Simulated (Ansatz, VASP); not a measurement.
# Two plane-wave programs on Hf3F

Contents of INCAR:

```
ALGO = Normal ; EDIFF = 1E-6
ENCUT = 520 ; GGA = PE
ISIF = 2 ; ISMEAR = 0
LASPH = True ; LCHARG = False
LREAL = False ; LWAVE = False
NBANDS = 26 ; NELM = 60
PREC = Accurate ; SIGMA = 0.1
```

KPOINTS

```
k-points
0
Gamma
  6 4 4
```

File POSCAR:

```
Hf3F
1.0
    3.0182695900      0.0000000000      0.0000000000
    0.0000000000      4.2197800700      0.0000000000
    0.0000000000      0.0000000000      5.9148614000
Hf F
3 1
Direct
    0.0000000000      0.0000000000      0.5000000000
    0.5000000000      0.5000000000      0.7539245500
    0.5000000000      0.5000000000      0.2460754500
    0.0000000000      0.0000000000      0.0000000000
```

Input for Ansatz:

```yaml
crystal:
  lattice:
    - [3.01826959, 0.0, 0.0]
    - [0.0, 4.21978007, 0.0]
    - [0.0, 0.0, 5.9148614]
  atoms:
    - { symbol: Hf, position: [0.0, 0.0, 0.5] }
    - { symbol: Hf, position: [0.5, 0.5, 0.75392455] }
    - { symbol: Hf, position: [0.5, 0.5, 0.24607545] }
    - { symbol: F, position: [0.0, 0.0, 0.0] }
basis:
  ecutwfc: 420
kpoints:
  mp_grid: { grid: [6, 4, 4] }
hamiltonian:
  xc: pbe
scf:
  occupations: { method: gaussian, width: 0.1 }
  lower_state_search: "off"
output:
  forces: true
  stress: true
  eigenvalues: true
```

Change from the starting cell: species swapped into the Mn3Fe type (Pmmm, No. 47).

Alike in both runs: task single point; functional PBE; k mesh 6 × 4 × 4; occupations gaussian, width 0.1 eV; no spin polarisation.

```csv
,VASP,Ansatz
version,VASP 6.6.1,Ansatz 0.2.0
potentials or method,"VASP PAW PBE potentials, release 64 (Hf_pv, F), cutoff 520 eV","scalar-relativistic, plane waves, PAW"
valence electrons in the cell,37,85
```

VASP gave:

- gap on the k mesh at the Fermi level (eV): none
- pressure (GPa): 5.6
- traceless stress, the component that is largest in VASP (GPa): -6.98
- rms of the force components (eV/Å): 0.157

Problem. Which values does Ansatz return?

Solution. gap on the k mesh at the Fermi level (eV): none; pressure (GPa): 6.1; traceless stress, the component that is largest in VASP (GPa): -7.02; rms of the force components (eV/Å): 0.143.

Atom by atom the forces differ by 0.014 eV/Å (rms over components). A gap of «none» marks a metal or a gap that the smearing closes. VASP's potentials hold 37 valence electrons a cell and Ansatz's 85, so a difference there can come from the potentials and not from the codes.

The k mesh is coarse, so the values compare programs but aren't converged. Neither program's run includes spin-orbit coupling.
